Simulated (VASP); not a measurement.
A run of VASP 6.6.1 is set up as follows.

POSCAR

```
IrRu
1.0
    2.7249110840      0.0000000000      0.0000000000
   -1.3624555420      2.3598422218      0.0000000000
    0.0000000000      0.0000000000      4.3306976446
Ru Ir
1 1
Direct
    0.6666666667      0.3333333333      0.0000000000
    0.0000000000      0.0000000000      0.5000000000
```

INCAR.step1

```
PREC = Accurate
ENCUT = 660
ISMEAR = 0
SIGMA = 0.1
LREAL = False
LASPH = True
NELM = 120
NBANDS = 24
GGA = PE
ALGO = Normal
EDIFF = 1E-5
LWAVE = True
LCHARG = False
GGA_COMPAT = False
```

Contents of INCAR.step2:

```
PREC = Accurate
ENCUT = 660
EDIFF = 1E-6
ISMEAR = 0
SIGMA = 0.1
LREAL = False
LASPH = True
NELM = 120
ALGO = Normal
ISIF = 2
LWAVE = False
LCHARG = False
METAGGA = R2SCAN
LMIXTAU = True
NBANDS = 24
ISTART = 1
GGA_COMPAT = False
```

KPOINTS

```
Automatic mesh
0
Gamma
  9 9 4
```

Potentials or basis: VASP PAW PBE potentials, release 64 (Ru_sv, Ir_sv_GW).

Run with:

```bash
$ cat potpaw_PBE.64/Ru_sv/POTCAR potpaw_PBE.64/Ir_sv_GW/POTCAR > POTCAR
$ cp INCAR.step1 INCAR
$ mpirun -np 1 vasp_std > vasp.out
$ cp INCAR.step2 INCAR
$ mpirun -np 1 vasp_std > vasp.out
```

Question: Estimate the pressure.

Answer: -1.5 GPa.

Stress tensor (GPa, compression positive):
```
-1.66  0.00  0.00
 0.00 -1.66  0.00
 0.00  0.00 -1.32
```

Caveat: the k points lie up to 0.36 Å⁻¹ apart; the PAW data sets were made with another functional, which shifts forces and pressure a little.
